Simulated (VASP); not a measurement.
Write the native input for VASP 6.6.1 that does the following.

| Property | Result |
| --- | --- |
| Task | single point |
| Functional | PBE |
| Dispersion | D3(BJ) |
| Potentials or basis | VASP PAW PBE potentials, release 64 (Cd, S) |
| Cutoff | 520 eV |
| k mesh | 8 × 8 × 8 |
| Occupations | fermi-dirac, width 0.05 eV |
| Spin | no spin polarisation |
| Dipole correction | no |
| Further INCAR settings | ALGO = Normal; EDIFF = 1e-06; NBANDS = 16 |

The structure of CdS lies in POSCAR:

```
CdS
1.0
    0.0000000000      2.7108244942      2.7108244942
    2.7108244942      0.0000000000      2.7108244942
    2.7108244942      2.7108244942      0.0000000000
Cd S
1 1
Direct
    0.0000000000      0.0000000000      0.0000000000
    0.5000000000      0.5000000000      0.5000000000
```

The input as run:

INCAR

```
SYSTEM = CdS
ALGO     = Normal         ! electronic algorithm
EDIFF    = 1E-6           ! SCF threshold, eV
ENCUT    = 520            ! plane-wave cutoff, eV
GGA      = PE             ! functional
ISIF     = 2              ! what is computed and relaxed
ISMEAR   = -1             ! smearing method
IVDW     = 12             ! dispersion correction
LASPH    = .True.         ! aspherical terms in the spheres
LCHARG   = .False.        ! write CHGCAR
LREAL    = .False.        ! projectors in reciprocal space
LWAVE    = .False.        ! write WAVECAR
NBANDS   = 16             ! bands
NELM     = 100            ! most SCF steps
PREC     = Accurate       ! precision mode
SIGMA    = 0.05           ! smearing width, eV
```

KPOINTS

```
k-points
0
Gamma
  8 8 8
  0 0 0
```

Potentials or basis: VASP PAW PBE potentials, release 64 (Cd, S).

The run is started by

```console
$ cat potpaw_PBE.64/Cd/POTCAR potpaw_PBE.64/S/POTCAR > POTCAR
$ mpirun -np 1 vasp_std > vasp.out
```

It gave:

* Pressure: 0.5 GPa
* Band gap on the k mesh: 0.25 eV, indirect (least direct gap 1.84 eV)
* Dispersion energy per atom: -0.391 eV

Run time: 11 s on 1 thread of AMD EPYC 9R45 96-Core Processor (Zen 5), with other jobs on the host, peak memory 0.15 GiB.
